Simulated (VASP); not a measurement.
CuAu:

```
CELL_PARAMETERS angstrom
2.77276 0.00000 0.00000
0.00000 2.77276 0.00000
0.00000 0.00000 3.63520
ATOMIC_POSITIONS crystal
Au 0.00000 0.00000 0.00000
Cu 0.50000 0.50000 0.50000
```

Base run:

```yaml
Program: VASP 6.6.1
Functional: r2SCAN
Potentials_or_basis: VASP PAW PBE potentials, release 64 (Au, Cu)
Cutoff: 520 eV
k_mesh: 9 × 9 × 7
Occupations: fermi-dirac, width 0.05 eV
Spin: no spin polarisation
```

Its results: band gap on the k mesh zero (band 11 reaches 12.93 eV, above the bottom of band 12 at 7.05 eV); pressure 7.0 GPa.

**Question.** After a change of settings the same cell gave: band gap on the k mesh zero (band 11 reaches 12.71 eV, above the bottom of band 12 at 7.13 eV); pressure 3.0 GPa. Which change was it?
A. functional from r2SCAN to PBEsol
B. functional from r2SCAN to PBE; further incar settings from ALGO = Normal; EDIFF = 1e-06; NBANDS = 18 to ALGO = Fast; EDIFF = 1e-06; NBANDS = 18
C. functional from r2SCAN to LDA; potentials or basis from VASP PAW PBE potentials, release 64 (Au, Cu) to VASP PAW LDA potentials, release 64 (Au, Cu)

**Answer.** A.

Caveats: the PAW data sets were made with another functional, which shifts forces and pressure a little; spin-orbit coupling is left out, which moves the levels of the heavy elements.
